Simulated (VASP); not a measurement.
Wanted: the native input for a VASP 6.6.1 run.

```yaml
Task: relaxation of shape and atoms at fixed volume
Functional: PBE
Potentials_or_basis: VASP PAW PBE potentials, release 64 (Co)
Cutoff: 600 eV
k_mesh: 18 × 18 × 17
Occupations: fermi-dirac, width 0.1 eV
Spin: collinear spin, ferromagnetic start
Starting_moments: "[1.7] μB"
Dipole_correction: no
Further_INCAR_settings: ALGO = Normal; EDIFF = 1e-06; IBRION = 2; EDIFFG = -0.005; NSW = 50; ISIF = 4
```

The structure of Co lies in POSCAR:

```
Co
1.0
    2.2344247764      0.0000000000      0.0000000000
   -1.1172123882      1.9350686192      0.0000000000
    0.0000000000      0.0000000000      2.1129864142
Co
1
Direct
    0.0000000000      0.0000000000      0.0000000000
```

This isn't the form of Co at room conditions, which is hcp.

One way to write it, as run:

INCAR

```
SYSTEM = Co
PREC     = Accurate       ! precision mode
ENCUT    = 600            ! plane-wave cutoff, eV
EDIFF    = 1E-6           ! SCF threshold, eV
ISMEAR   = -1             ! smearing method
SIGMA    = 0.1            ! smearing width, eV
LREAL    = .False.        ! projectors in reciprocal space
LASPH    = .True.         ! aspherical terms in the spheres
NELM     = 150            ! most SCF steps
ALGO     = Normal         ! electronic algorithm
ISIF     = 4              ! what is computed and relaxed
LWAVE    = .False.        ! write WAVECAR
LCHARG   = .False.        ! write CHGCAR
ISPIN    = 2              ! spin polarisation
MAGMOM   = 1.7            ! initial moments
LORBIT   = 11             ! projections on sites
LMAXMIX  = 4              ! l up to which the mixer works
GGA      = PE             ! functional
IBRION   = 2              ! ionic algorithm
NSW      = 50             ! ionic steps
EDIFFG   = -0.005         ! ionic threshold
```

KPOINTS

```
Automatic mesh
0
Gamma
  18 18 17
  0 0 0
```

Potentials or basis: VASP PAW PBE potentials, release 64 (Co).

Command:

```console
$ cat potpaw_PBE.64/Co/POTCAR > POTCAR
$ mpirun -np 1 vasp_std > vasp.out
```

It gave:

| Property | Result |
| --- | --- |
| Energy gained by relaxing | 0.0 meV/atom |
| Ionic steps | 4 |
| Pressure after relaxing | 75.3 GPa |
| Net moment | 1.07 μB per cell |
| Site moments | Co +1.06 μB |
| Valence electrons inside the program's atomic spheres | Co 8.79 |

It took 75 s on 1 thread of Intel(R) Xeon(R) Platinum 8375C CPU @ 2.90GHz (Ice Lake), with other jobs on the host, peak memory 0.18 GiB.
